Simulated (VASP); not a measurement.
Wanted: the native input for a VASP 6.6.1 run.

* Task: single point
* Functional: PBE
* Potentials or basis: VASP PAW PBE potentials, release 64 (Mo_sv)
* Cutoff: 520 eV
* k mesh: 21 × 21 × 18
* Occupations: gaussian, width 0.15 eV
* Spin: no spin polarisation
* Dipole correction: no
* Further INCAR settings: ALGO = Fast; EDIFF = 1e-07; NBANDS = 13

The structure of Mo lies in POSCAR:

```
Mo
1.0
    2.7355103972      0.0000000000      0.0000000000
   -1.3677551986      2.3690214963      0.0000000000
    0.0000000000      0.0000000000      2.4785252790
Mo
1
Direct
    0.0000000000      0.0000000000      0.5000000000
```

This cell differs from its parent crystal: strain +0.000 along x and y, -0.030 along z.

One way to write it, as run:

INCAR

```
  ALGO = Fast
  EDIFF = 1E-7
  ENCUT = 520
  GGA = PE
  ISIF = 2
  ISMEAR = 0
  LASPH = True
  LCHARG = True
  LELF = True
  LREAL = False
  LVHAR = True
  LWAVE = False
  NBANDS = 13
  NELM = 80
  PREC = Accurate
  SIGMA = 0.15
```

KPOINTS

```
k-points
0
Gamma
  21 21 18
```

Potentials or basis: VASP PAW PBE potentials, release 64 (Mo_sv).

The run is started by

```bash
$ cat potpaw_PBE.64/Mo_sv/POTCAR > POTCAR
$ mpirun -np 1 vasp_std > vasp.out
```

It gave:

```
Pressure               : 11.1 GPa
Band gap on the k mesh : zero (band 7 reaches 12.96 eV, above the bottom of band 8 at 11.01 eV)
```

Caveat: the cell differs from its parent crystal (strain +0.000 along x and y, -0.030 along z).

Wall time 45 s on 1 thread of Intel(R) Xeon(R) Platinum 8559C (Emerald Rapids), on a shared host, peak memory 0.2 GiB.
